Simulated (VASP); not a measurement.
Set up this calculation in VASP 6.6.1, as the native input.

```
Task                   : single point
Functional             : PBE
Potentials or basis    : VASP PAW PBE potentials, release 64 (K_sv)
Cutoff                 : 520 eV
k mesh                 : 2 × 2 × 2
Occupations            : fermi-dirac, width 0.1 eV
Spin                   : no spin polarisation
Dipole correction      : no
Further INCAR settings : ALGO = Normal; EDIFF = 1e-06; NBANDS = 10
```

The structure of K lies in POSCAR:

```
K
1.0
   -2.6417142217      2.6417142217      2.6417142217
    2.6417142217     -2.6417142217      2.6417142217
    2.6417142217      2.6417142217     -2.6417142217
K
1
Direct
    0.0000000000      0.0000000000      0.0000000000
```

One way to write it, as run:

INCAR

```
  PREC = Accurate
  ENCUT = 520
  EDIFF = 1E-6
  ISMEAR = -1
  SIGMA = 0.1
  LREAL = False
  LASPH = True
  NELM = 100
  ALGO = Normal
  ISIF = 2
  LWAVE = False
  LCHARG = False
  GGA = PE
  NBANDS = 10
```

KPOINTS

```
regular mesh
0
Gamma
  2 2 2
```

Potentials or basis: VASP PAW PBE potentials, release 64 (K_sv).

Launch:

```console
$ cat potpaw_PBE.64/K_sv/POTCAR > POTCAR
$ mpirun -np 1 vasp_std > vasp.out
```

Results of the run:

```yaml
Pressure: 0.3 GPa
```

Caveat: the k points lie up to 0.84 Å⁻¹ apart.

Wall time 4.7 s on 1 thread of Intel Xeon 6975P-C, with other jobs on the host, peak memory 0.19 GiB.
